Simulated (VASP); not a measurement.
# Sc (Fm-3m) in VASP: electric field gradients with PBEsol

Aim: the electric field gradients of Sc with PBEsol.

Everything below comes from runs of VASP 6.6.1. Logs are shortened: lines on timing, memory, paths and dates and some standing lists are left out, and cuts for length are marked.

## (1) The cell of the first run

The structure is cubic, space group Fm-3m (No. 225). The conventional cell has a = 4.601 Å, b = 4.601 Å, c = 4.601 Å, α = 90.00°, β = 90.00°, γ = 90.00°. Sc (site symmetry m-3m) has 12 Sc at 3.25 Å within 4.3 Å.

This isn't the form of Sc at room conditions, which is hcp.

## (2) Electric field gradients, PBEsol (24.35 Å³/atom)

The input, INCAR:

```
PREC     = Accurate       # precision mode
ENCUT    = 520            # plane-wave cutoff, eV
EDIFF    = 1E-8           # SCF threshold, eV
ISMEAR   = -1             # smearing method
SIGMA    = 0.03           # smearing width, eV
LREAL    = F              # projectors in reciprocal space
LASPH    = T              # aspherical terms in the spheres
NELM     = 100            # most SCF steps
ALGO     = Normal         # electronic algorithm
ISIF     = 2              # what is computed and relaxed
LWAVE    = F              # write WAVECAR
LCHARG   = F              # write CHGCAR
GGA      = PS             # functional
LEFG     = T            
NBANDS   = 12             # bands
```

The input, KPOINTS:

```
regular mesh
0
Gamma
  12 12 12
```

The input, POSCAR:

```
Sc
1.0
    0.0000000000      2.3003784264      2.3003784264
    2.3003784264      0.0000000000      2.3003784264
    2.3003784264      2.3003784264      0.0000000000
Sc
1
Direct
    0.0000000000      0.0000000000      0.0000000000
```

Potentials or basis: VASP PAW PBE potentials, release 64 (Sc_sv).

Started as:

```sh
cat potpaw_PBE.64/Sc_sv/POTCAR > POTCAR
mpirun -np 1 vasp_std > vasp.out
```

OUTCAR:

```text
PREC = Accurate
   ENCUT = 520
   EDIFF = 1E-8
   ISMEAR = -1
   LREAL = F
   LASPH = T
   NELM = 100
   ISIF = 2
   GGA = PS

 ion  position               nearest neighbor table
   1  0.000  0.000  0.000-

  LATTYP: Found a face centered cubic cell.
 ALAT       =     4.6007568528

  Lattice vectors:

 A1 = (   0.0000000000,   2.3003784264,   2.3003784264)
 A2 = (   2.3003784264,   0.0000000000,   2.3003784264)
 A3 = (   2.3003784264,   2.3003784264,   0.0000000000)

Analysis of symmetry for initial positions (statically):
=====================================================================
 Subroutine PRICEL returns:
 Original cell was already a primitive cell.

 Routine SETGRP: Setting up the symmetry group for a
 face centered cubic supercell.

 Subroutine GETGRP returns: Found 48 space group operations
 (whereof 48 operations were pure point group operations)
 out of a pool of 48 trial point group operations.

The static configuration has the point symmetry O_h .

Analysis of symmetry for dynamics (positions and initial velocities):
=====================================================================
 Subroutine PRICEL returns:
 Original cell was already a primitive cell.

 Routine SETGRP: Setting up the symmetry group for a
 face centered cubic supercell.

 Subroutine GETGRP returns: Found 48 space group operations
 (whereof 48 operations were pure point group operations)
 out of a pool of 48 trial point group operations.

The dynamic configuration has the point symmetry O_h .

 Subroutine INISYM returns: Found 48 space group operations
 (whereof 48 operations are pure point group operations),
 and found     1 'primitive' translations

----------------------------------------------------------------------------------------

                                     Primitive cell

  volume of cell :      24.3460

  direct lattice vectors                    reciprocal lattice vectors
     0.000000000  2.300378426  2.300378426    -0.217355542  0.217355542  0.217355542
     2.300378426  0.000000000  2.300378426     0.217355542 -0.217355542  0.217355542
     2.300378426  2.300378426  0.000000000     0.217355542  0.217355542 -0.217355542

  length of vectors
     3.253226369  3.253226369  3.253226369     0.376470842  0.376470842  0.376470842

  position of ions in fractional coordinates (direct lattice)
     0.000000000  0.000000000  0.000000000

  ion indices of the primitive-cell ions
   primitive index   ion index
                 1           1

----------------------------------------------------------------------------------------

 KPOINTS: regular mesh

Automatic generation of k-mesh.
 Grid dimensions read from file:
 generate k-points for:   12   12   12

 Generating k-lattice:

  Cartesian coordinates                     Fractional coordinates (reciprocal lattice)
    -0.018112962  0.018112962  0.018112962     0.083333333  0.000000000  0.000000000
     0.018112962 -0.018112962  0.018112962     0.000000000  0.083333333  0.000000000
     0.018112962  0.018112962 -0.018112962     0.000000000  0.000000000  0.083333333

  Length of vectors
     0.031372570  0.031372570  0.031372570

  Shift w.r.t. Gamma in fractional coordinates (k-lattice)
     0.000000000  0.000000000  0.000000000

 Subroutine IBZKPT returns following result:
 ===========================================

 Found     72 irreducible k-points:

 Following reciprocal coordinates:
            Coordinates               Weight
  0.000000  0.000000  0.000000      1.000000
  0.083333  0.000000  0.000000      8.000000
  0.166667  0.000000  0.000000      8.000000
  0.250000  0.000000  0.000000      8.000000
  0.333333  0.000000  0.000000      8.000000
  0.416667  0.000000  0.000000      8.000000
[... 16 lines left out ...]
  0.500000  0.166667  0.000000     24.000000
 -0.416667  0.166667  0.000000     24.000000
 [... further k-points ...]
   k-points           NKPTS =     72   k-points in BZ     NKDIM =     72   number of bands    NBANDS=     12
   number of dos      NEDOS =    301   number of ions     NIONS =      1
   total plane-waves  NPLWV =  13824
   dimension x,y,z NGX =    24 NGY =   24 NGZ =   24
   dimension x,y,z NGXF=    48 NGYF=   48 NGZF=   48
   ions per type =               1
   NGX,Y,Z   is equivalent  to a cutoff of  12.26, 12.26, 12.26 a.u.
   NGXF,Y,Z  is equivalent  to a cutoff of  24.53, 24.53, 24.53 a.u.
 SYSTEM =  unknown system
   PREC   = accura    normal or accurate (medium, high low for compatibility)
   ISTART =      0    job   : 0-new  1-cont  2-samecut
   ICHARG =      2    charge: 1-file 2-atom 10-const
   ISPIN  =      1    spin polarized calculation?
   LNONCOLLINEAR =      F non collinear calculations
   LSORBIT =      F    spin-orbit coupling
   LASPH  =      T    aspherical Exc in radial PAW
   ENCUT  =  520.0 eV  38.22 Ry    6.18 a.u.   6.05  6.05  6.05*2*pi/ulx,y,z
   NELM   =    100;   NELMIN=  2; NELMDL= -5     # of ELM steps
   EDIFF  = 0.1E-07   stopping-criterion for ELM
   LREAL  =      F    real-space projection
   EDIFFG = 0.1E-06   stopping-criterion for IOM
   NSW    =      0    number of steps for IOM
   IBRION =     -1    ionic relax: 0-MD 1-quasi-New 2-CG
   NFREE  =      0    steps in history (QN), initial steepest desc. (CG)
   ISIF   =      2    stress and relaxation
   ISYM   =      2    0-nonsym 1-usesym 2-fastsym
   POTIM  = 0.5000    time-step for ionic-motion
   TEBEG  =    0.0;   TEEND  =   0.0 temperature during run
   PSTRESS=    0.0 pullay stress
   NELECT =      11.0000    total number of electrons
   NUPDOWN=      -1.0000    fix difference up-down
   EMIN   =  10.00;   EMAX   =-10.00  energy-range for DOS
   EFERMI =   0.00;   METHOD = LEGACY
   ISMEAR =    -1;   SIGMA  =   0.03  broadening in eV -4-tet -1-fermi 0-gaus
   EFERMI_NEDOS =   21; number of points for ismear=-14 and -15
   IALGO  =     38    algorithm
   IMIX   =      4    mixing-type and parameters
     AMIX     =   0.40;   BMIX     =  1.00
     AMIX_MAG =   1.60;   BMIX_MAG =  1.00
  volume/ion in A,a.u.               =      24.35       164.30
  Fermi-wavevector in a.u.,A,eV,Ry     =   1.256212  2.373897 21.470943  1.578070
  Thomas-Fermi vector in A             =   2.389931
   LORBIT       =      0    0 simple, 1 ext, 2 COOP (PROOUT), +10 PAW based schemes
   GGA     = PS    functional components
   LHFCALC =     F    Hartree Fock is set to
   AEXX    =    0.0000 exact exchange contribution
   IVDW    =     0    specifies the selected vdW correction
   LEPSILON=     F    determine dielectric tensor
   LRPA    =     F    only Hartree local field effects (RPA)
 non-spin polarized calculation
  energy-cutoff  :      520.00
  volume of cell :       24.35
 maximum number of plane-waves:       666
   NGX = 13   NGY = 13   NGZ = 13

 number of electron      10.9999997 magnetization

 Free energy of the ion-electron system (eV)
  ---------------------------------------------------
  ext. energy  EPLUGINS =         0.00000000
  ---------------------------------------------------
  free energy    TOTEN  =        -6.55893941 eV

  energy without entropy =       -6.55411287  energy(sigma->0) =       -6.55652614

 E-fermi :   3.7037     XC(G=0): -10.0386

 val. band max:        3.6577838846   @ k =  -0.4167   0.1667   0.0833
 cond. band min:       3.7414620517   @ k =   0.5000   0.3333   0.1667
 fundamental gap:      0.0836781671
 Fermi energy:         3.7036742199

 k-point     1 :       0.0000    0.0000    0.0000
  band No.  band energies     occupation
      1     -45.4887      2.00000
      2     -23.9838      2.00000
      3     -23.9838      2.00000
      4     -23.9838      2.00000
      5      -1.5155      2.00000
      6       5.2970      0.00000
      7       5.2970      0.00000
      8       5.2970      0.00000
      9       6.7012      0.00000
     10       6.7012      0.00000
     11      16.2987      0.00000
     12      19.7069      0.00000

 k-point     2 :       0.0833    0.0000    0.0000
  band No.  band energies     occupation
      1     -45.4844      2.00000
      2     -24.0127      2.00000
      3     -23.9875      2.00000
      4     -23.9875      2.00000
      5      -1.3375      2.00000
      6       5.1654      0.00000
      7       5.3622      0.00000
      8       5.3622      0.00000
      9       6.6562      0.00000
     10       6.6562      0.00000
     11      16.4500      0.00000
     12      18.4163      0.00000
[... 316 lines left out ...]
 k-point    24 :      -0.4167    0.1667    0.0000
  band No.  band energies     occupation
      1     -45.4186      2.00000
      2     -24.3623      2.00000
      3     -24.1142      2.00000
      4     -24.0537      2.00000
      5       2.4186      2.00000
      6       3.6247      1.86569
      7       4.7528      0.00000
      8       5.5954      0.00000
      9       7.4216      0.00000
     10       8.3584      0.00000
     11      10.5162      0.00000
     12      15.0386      0.00000

 [... further k-points ...]

------------------------ aborting loop because EDIFF is reached ----------------------------------------

  FORCE on cell =-STRESS in cart. coord.  units (eV):
  Direction    XX          YY          ZZ          XY          YZ          ZX
  --------------------------------------------------------------------------------------
  -------------------------------------------------------------------------------------
  Total       -0.2423509     -0.2423509     -0.2423509      0.0000000      0.0000000      0.0000000
  in kB      -15.9487734    -15.9487734    -15.9487734      0.0000000      0.0000000      0.0000000
  external PRESSURE =     -15.9487734 kB  Pullay stress =       0.0000000 kB

 VOLUME and BASIS-vectors are now :
 -----------------------------------------------------------------------------
  energy-cutoff  :      520.00
  volume of cell :       24.35
      direct lattice vectors                 reciprocal lattice vectors
     0.000000000  2.300378426  2.300378426    -0.217355542  0.217355542  0.217355542
     2.300378426  0.000000000  2.300378426     0.217355542 -0.217355542  0.217355542
     2.300378426  2.300378426  0.000000000     0.217355542  0.217355542 -0.217355542

 POSITION                                       TOTAL-FORCE (eV/Angst)
 -----------------------------------------------------------------------------------
      0.00000      0.00000      0.00000         0.000000     -0.000000      0.000000
 -----------------------------------------------------------------------------------
    total drift:                               -0.000000     -0.000000     -0.000000

  FREE ENERGIE OF THE ION-ELECTRON SYSTEM (eV)
  ---------------------------------------------------
  free  energy   TOTEN  =        -6.5589394111 eV

  energy  without entropy=       -6.5541128733  energy(sigma->0) =       -6.55652614

 Electric field gradients (V/A^2)
---------------------------------------------------------------------
 ion       V_xx      V_yy      V_zz      V_xy      V_xz      V_yz
---------------------------------------------------------------------
   1       0.000    -0.000     0.000    -0.000    -0.000    -0.000
---------------------------------------------------------------------

 Electric field gradients after diagonalization (V/A^2)
 (convention: |V_zz| > |V_xx| > |V_yy|)
----------------------------------------------------------------------
 ion       V_xx      V_yy      V_zz     asymmetry (V_yy - V_xx)/ V_zz
----------------------------------------------------------------------
   1       0.000     0.000    -0.001       0.000
----------------------------------------------------------------------

           NMR quadrupolar parameters

 Cq : quadrupolar parameter    Cq=e*Q*V_zz/h
 eta: asymmetry parameters     (V_yy - V_xx)/ V_zz
 Q  : nuclear electric quadrupole moment in mb (millibarn)
----------------------------------------------------------------------
 ion       Cq(MHz)       eta       Q (mb)
----------------------------------------------------------------------
   1      -0.000       0.000       1.000
----------------------------------------------------------------------
```

It took 26 s on 1 thread of AMD EPYC 7R43 (Zen 3), shared host; peak memory 0.11 GiB.

Results:

| Property | Result |
| --- | --- |
| Free energy | -6.5589 eV |
| Pressure | -1.6 GPa |
| Band gap on the k mesh | zero (an odd number of electrons rules out a gap without spin polarisation) |
| Largest electric field gradient by atom | zero within the noise of the run |

Caveat: the PAW data sets were made with another functional, which shifts forces and pressure a little.
